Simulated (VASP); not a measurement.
Set up this calculation in VASP 6.6.1, as the native input.

| Property | Result |
| --- | --- |
| Task | relaxation of cell and atoms |
| Functional | HF |
| Potentials or basis | VASP PAW PBE potentials, release 64 (Nb_sv) |
| Cutoff | 500 eV |
| k mesh | 6 × 6 × 6 |
| Occupations | fermi-dirac, width 0.05 eV |
| Spin | no spin polarisation |
| Dipole correction | no |
| Grid for exact exchange (PRECFOCK) | Normal |
| Further INCAR settings | ALGO = Normal; EDIFF = 1e-07; IBRION = 2; EDIFFG = -0.01; NSW = 60; ISIF = 3 |
| Share of exact exchange | 1 |

Crystal: Nb.

```xyz
1
Lattice="-1.6640 1.6640 1.6640 1.6640 -1.6640 1.6640 1.6640 1.6640 -1.6640" Properties=species:S:1:pos:R:3 pbc="T T T"
Nb    0.0000    0.0000    0.0000
```

These files were run (other wordings do the same):

POSCAR

```
Nb
1.0
   -1.6639500000      1.6639500000      1.6639500000
    1.6639500000     -1.6639500000      1.6639500000
    1.6639500000      1.6639500000     -1.6639500000
Nb
1
Direct
    0.0000000000      0.0000000000      0.0000000000
```

INCAR.step1

```
ALGO = Normal
EDIFF = 1E-5
EDIFFG = -0.005
ENCUT = 500
GGA = PE
GGA_COMPAT = False
IBRION = 2
ISIF = 3
ISMEAR = -1
LASPH = True
LCHARG = False
LREAL = False
LWAVE = True
NBANDS = 12
NELM = 120
NELMIN = 4
NSW = 100
PREC = Accurate
SIGMA = 0.05
```

INCAR.step2

```
AEXX = 1.0
AGGAC = 0.0
ALDAC = 0.0
ALGO = Normal
EDIFF = 1E-7
EDIFFG = -0.01
ENCUT = 500
GGA = PE
GGA_COMPAT = False
IBRION = 2
ISIF = 3
ISMEAR = -1
ISTART = 1
LASPH = True
LCHARG = False
LHFCALC = True
LREAL = False
LWAVE = False
NELM = 120
NELMIN = 4
NSW = 60
PREC = Accurate
PRECFOCK = Normal
SIGMA = 0.05
```

KPOINTS

```
k-points
0
Gamma
  6 6 6
```

Potentials or basis: VASP PAW PBE potentials, release 64 (Nb_sv).

Run with:

```console
$ cat potpaw_PBE.64/Nb_sv/POTCAR > POTCAR
$ cp INCAR.step1 INCAR
$ mpirun -np 1 vasp_std > vasp.out
$ cp INCAR.step2 INCAR
$ mpirun -np 1 vasp_std > vasp.out
```

Results of the run:

```json
{
  "Relaxed volume": "18.21 Å³/atom",
  "Relaxed cell": "a = 2.871 Å, b = 2.871 Å, c = 2.871 Å, α = 109.47°, β = 109.47°, γ = 109.47°",
  "Space group after relaxing (to 0.1 Å)": "Im-3m (No. 229)",
  "Energy gained by relaxing": "1.5 meV/atom",
  "Ionic steps": "3",
  "Pressure after relaxing": "0.0 GPa",
  "Band gap on the k mesh": "zero (an odd number of electrons rules out a gap without spin polarisation)"
}
```

Caveat: the k points lie up to 0.45 Å⁻¹ apart in the final cell, too coarse for converged energies and pressures of a metal; the PAW data sets were made with another functional, which shifts forces and pressure a little.

It took 27 min on 1 thread of Intel(R) Xeon(R) Platinum 8259CL CPU @ 2.50GHz (Skylake/Cascade Lake) (shared host), peak memory 0.16 GiB.
